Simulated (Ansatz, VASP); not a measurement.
**Nb in VASP and in Ansatz**

```
Nb
1.0
     0.00000    2.10639    2.10639
     2.10639    0.00000    2.10639
     2.10639    2.10639    0.00000
Nb
1
Direct
  0.00000 0.00000 0.00000
```

Alike in both runs: task single point; functional PBE; k mesh 7 × 7 × 7; no spin polarisation.

|  | VASP | Ansatz |
| --- | --- | --- |
| version | VASP 6.6.1 | Ansatz 0.2.0 |
| potentials or method | VASP PAW PBE potentials, release 64 (Nb_sv), cutoff 500 eV | PAW plane waves |
| occupations | fermi-dirac, width 0.1 eV | fermi-dirac |
| valence electrons in the cell | 13 | 13 |

```csv
,VASP,Ansatz,Ansatz less VASP
gap on the k mesh at the Fermi level (eV),none,none,-
pressure (GPa),-0.3,0.0,+0.36
```

A gap of «none» marks a metal or a gap that the smearing closes.

The k mesh is coarse, so the values compare programs but aren't converged.
